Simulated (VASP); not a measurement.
# C (Fm-3m) in VASP: further runs, part 2 of 2

VASP 6.6.1.

## 3. Single point, PBEsol (6.45 Å³/atom)

This run uses another cell than the first one, of 6.45 Å³/atom.

Input file POSCAR:

```
C
1.0
    0.0000000000      1.4771005173      1.4771005173
    1.4771005173      0.0000000000      1.4771005173
    1.4771005173      1.4771005173      0.0000000000
C
1
Direct
    0.0000000000      0.0000000000      0.0000000000
```

Input file INCAR.step1:

```
PREC = Accurate
ENCUT = 520
EDIFF = 1E-7
ISMEAR = -1
SIGMA = 0.08
LREAL = False
LASPH = True
NELM = 80
ALGO = Normal
ISIF = 2
LWAVE = False
LCHARG = True
GGA = PS
NBANDS = 8
```

Input file KPOINTS.step1:

```
Automatic mesh
0
Gamma
  24 24 24
```

Input file INCAR.step2:

```
PREC = Accurate
ENCUT = 520
EDIFF = 1E-7
ISMEAR = -5
SIGMA = 0.08
LREAL = False
LASPH = True
NELM = 80
ALGO = Normal
ISIF = 2
LWAVE = False
LCHARG = False
GGA = PS
LORBIT = 11
NBANDS = 8
NEDOS = 1001
ICHARG = 11
```

Input file KPOINTS.step2:

```
Automatic mesh
0
Gamma
  36 36 36
```

Potentials or basis: VASP PAW PBE potentials, release 64 (C).

Started as:

```sh
cat potpaw_PBE.64/C/POTCAR > POTCAR
cp INCAR.step1 INCAR
cp KPOINTS.step1 KPOINTS
mpirun -np 1 vasp_std > vasp.out
cp INCAR.step2 INCAR
cp KPOINTS.step2 KPOINTS
mpirun -np 1 vasp_std > vasp.out
```

Run time: 18 s. Hardware: 1 thread of Intel Xeon 6975P-C (Granite Rapids), shared host; peak memory 0.16 GiB.

The run converged. Its results:

| Property | Result |
| --- | --- |
| Valence electrons inside the program's atomic spheres | C 2.10 |

Levels at points of the mesh, in eV from the Fermi level:
```csv
k point,band 1,band 2,band 3,band 4,band 5
"(0.00, 0.00, 0.00)",-20.58,9.00,9.00,9.00,31.58
"(0.50, 0.00, 0.00)",-10.06,-9.88,7.01,7.01,26.90
"(0.50, 0.50, 0.00)",-7.90,-5.36,2.34,2.34,15.52
```

Caveat: the PAW data sets were made with another functional, which shifts forces and pressure a little; tetrahedron occupations give inexact forces and stress in metals.

## 4. Single point, PBEsol

This run uses another cell than the first one, of 7.01 Å³/atom.

Input file POSCAR:

```
C
1.0
    0.0000000000      1.5187307087      1.5187307087
    1.5187307087      0.0000000000      1.5187307087
    1.5187307087      1.5187307087      0.0000000000
C
1
Direct
    0.0000000000      0.0000000000      0.0000000000
```

Input file INCAR.step1:

```
SYSTEM = C
ALGO = Normal ; EDIFF = 1E-6
ENCUT = 520 ; GGA = PS
ISIF = 2 ; ISMEAR = -1
LASPH = .True. ; LCHARG = .True.
LREAL = .False. ; LWAVE = .False.
NBANDS = 8 ; NELM = 80
PREC = Accurate ; SIGMA = 0.08
```

Input file KPOINTS.step1:

```
k-points
0
Gamma
  24 24 24
  0 0 0
```

Input file INCAR.step2:

```
SYSTEM = C
ALGO = Normal ; EDIFF = 1E-6
ENCUT = 520 ; GGA = PS
ICHARG = 11 ; ISIF = 2
ISMEAR = -5 ; LASPH = .True.
LCHARG = .False. ; LORBIT = 11
LREAL = .False. ; LWAVE = .False.
NEDOS = 1001 ; NELM = 80
PREC = Accurate ; SIGMA = 0.08
```

Input file KPOINTS.step2:

```
k-points
0
Gamma
  36 36 36
  0 0 0
```

Started as:

```sh
cat potpaw_PBE.64/C/POTCAR > POTCAR
cp INCAR.step1 INCAR
cp KPOINTS.step1 KPOINTS
mpirun -np 1 vasp_std > vasp.out
cp INCAR.step2 INCAR
cp KPOINTS.step2 KPOINTS
mpirun -np 1 vasp_std > vasp.out
```

It took 18 s on 1 thread of Intel Xeon 6975P-C (Granite Rapids), shared host; peak memory 0.15 GiB.

Results (log left out):

```
Valence electrons inside the program's atomic spheres : C 2.07
```

Levels at points of the mesh, in eV from the Fermi level:
```tsv
k point	band 1	band 2	band 3	band 4	band 5
(0.00, 0.00, 0.00)	-19.37	8.33	8.33	8.33	30.45
(0.50, 0.00, 0.00)	-9.56	-9.15	6.52	6.52	25.33
(0.50, 0.50, 0.00)	-7.16	-5.44	2.28	2.28	14.89
```

Caveat: the PAW data sets were made with another functional, which shifts forces and pressure a little; tetrahedron occupations give inexact forces and stress in metals.

## 5. Single point, PBEsol (7.01 Å³/atom)

This run uses another cell than the first one, of 7.01 Å³/atom.

POSCAR is that of step 4.

Input file INCAR.step1:

```
  PREC = Accurate
  ENCUT = 520
  EDIFF = 1E-6
  ISMEAR = -1
  SIGMA = 0.08
  LREAL = False
  LASPH = True
  NELM = 100
  ALGO = Normal
  ISIF = 2
  LWAVE = False
  LCHARG = True
  GGA = PS
  NBANDS = 8
```

Input file KPOINTS.step1:

```
regular mesh
0
Gamma
  24 24 24
```

Input file INCAR.step2:

```
  PREC = Accurate
  ENCUT = 520
  EDIFF = 1E-6
  ISMEAR = -5
  SIGMA = 0.08
  LREAL = False
  LASPH = True
  NELM = 100
  ALGO = Normal
  ISIF = 2
  LWAVE = False
  LCHARG = False
  GGA = PS
  LORBIT = 10
  NBANDS = 8
  NEDOS = 2001
  ICHARG = 11
```

Input file KPOINTS.step2:

```
regular mesh
0
Gamma
  36 36 36
```

Potentials or basis: VASP PAW PBE potentials, release 64 (C).

Started as:

```sh
cat potpaw_PBE.64/C/POTCAR > POTCAR
cp INCAR.step1 INCAR
cp KPOINTS.step1 KPOINTS
mpirun -np 1 vasp_std > vasp.out
cp INCAR.step2 INCAR
cp KPOINTS.step2 KPOINTS
mpirun -np 1 vasp_std > vasp.out
```

OUTCAR:

```text
PREC = Accurate
   ENCUT = 520
   EDIFF = 1E-6
   ISMEAR = -5
   LREAL = False
   LASPH = True
   NELM = 100
   ISIF = 2
   GGA = PS
   LORBIT = 10
   ICHARG = 11

 ion  position               nearest neighbor table
   1  0.000  0.000  0.000-

  LATTYP: Found a face centered cubic cell.
 ALAT       =     3.0374614174

  Lattice vectors:

 A1 = (   0.0000000000,   1.5187307087,   1.5187307087)
 A2 = (   1.5187307087,   0.0000000000,   1.5187307087)
 A3 = (   1.5187307087,   1.5187307087,   0.0000000000)

[... 447 lines left out ...]

  FORCE on cell =-STRESS in cart. coord.  units (eV):
  Direction    XX          YY          ZZ          XY          YZ          ZX
  --------------------------------------------------------------------------------------
  -------------------------------------------------------------------------------------
  Total       -0.0046326     -0.0046326     -0.0046326      0.0000000      0.0000000      0.0000000
  in kB       -1.0594124     -1.0594124     -1.0594124      0.0000000      0.0000000      0.0000000
  external PRESSURE =      -1.0594124 kB  Pullay stress =       0.0000000 kB

 VOLUME and BASIS-vectors are now :
 -----------------------------------------------------------------------------
  energy-cutoff  :      520.00
  volume of cell :        7.01
      direct lattice vectors                 reciprocal lattice vectors
     0.000000000  1.518730709  1.518730709    -0.329222289  0.329222289  0.329222289
     1.518730709  0.000000000  1.518730709     0.329222289 -0.329222289  0.329222289
     1.518730709  1.518730709  0.000000000     0.329222289  0.329222289 -0.329222289

 POSITION                                       TOTAL-FORCE (eV/Angst)
 -----------------------------------------------------------------------------------
      0.00000      0.00000      0.00000        -0.000000      0.000000      0.000000
 -----------------------------------------------------------------------------------
    total drift:                                0.000000      0.000000      0.000000

  FREE ENERGIE OF THE ION-ELECTRON SYSTEM (eV)
  ---------------------------------------------------
  free  energy   TOTEN  =        -5.1889356167 eV

  energy  without entropy=       -5.1889356167  energy(sigma->0) =       -5.18893562

 total charge

# of ion       s       p       d       tot
------------------------------------------
    1        1.040   1.028   0.000   2.069
```

OUTCAR.step1:

```text
PREC = Accurate
   ENCUT = 520
   EDIFF = 1E-6
   ISMEAR = -1
   LREAL = False
[... 479 lines left out ...]

 POSITION                                       TOTAL-FORCE (eV/Angst)
 -----------------------------------------------------------------------------------
      0.00000      0.00000      0.00000        -0.000000      0.000000      0.000000
 -----------------------------------------------------------------------------------
    total drift:                                0.000000      0.000000      0.000000

  FREE ENERGIE OF THE ION-ELECTRON SYSTEM (eV)
  ---------------------------------------------------
  free  energy   TOTEN  =        -5.1915929538 eV

  energy  without entropy=       -5.1828941793  energy(sigma->0) =       -5.18724357
```

OSZICAR.step1:

```text
N       E                     dE             d eps       ncg     rms          rms(c)
DAV:   1    -0.348143737502E+01   -0.34814E+01   -0.24214E+03  7200   0.490E+02
DAV:   2    -0.518903926223E+01   -0.17076E+01   -0.15897E+01  8648   0.290E+01
DAV:   3    -0.519518035543E+01   -0.61411E-02   -0.61232E-02  7288   0.187E+00
DAV:   4    -0.519518217796E+01   -0.18225E-05   -0.18220E-05  9480   0.312E-02
DAV:   5    -0.519518217813E+01   -0.16863E-09   -0.22365E-09  7432   0.200E-04    0.101E+00
DAV:   6    -0.519242416291E+01    0.27580E-02   -0.23347E-03  6656   0.271E-01    0.568E-01
DAV:   7    -0.519158520164E+01    0.83896E-03   -0.30764E-03  6752   0.318E-01    0.442E-02
DAV:   8    -0.519159307523E+01   -0.78736E-05   -0.33229E-05  6984   0.481E-02    0.672E-03
DAV:   9    -0.519159295376E+01    0.12147E-06   -0.91996E-08  6176   0.309E-03
   1 F= -.51915930E+01 E0= -.51872436E+01  d E =-.869877E-02
```

It took 18 s on 1 thread of Intel Xeon 6975P-C (Granite Rapids), shared host; peak memory 0.16 GiB.

What came out:

| Item | Value |
| --- | --- |
| Valence electrons inside the program's atomic spheres | C 2.07 |

Caveat: the PAW data sets were made with another functional, which shifts forces and pressure a little; tetrahedron occupations give inexact forces and stress in metals.
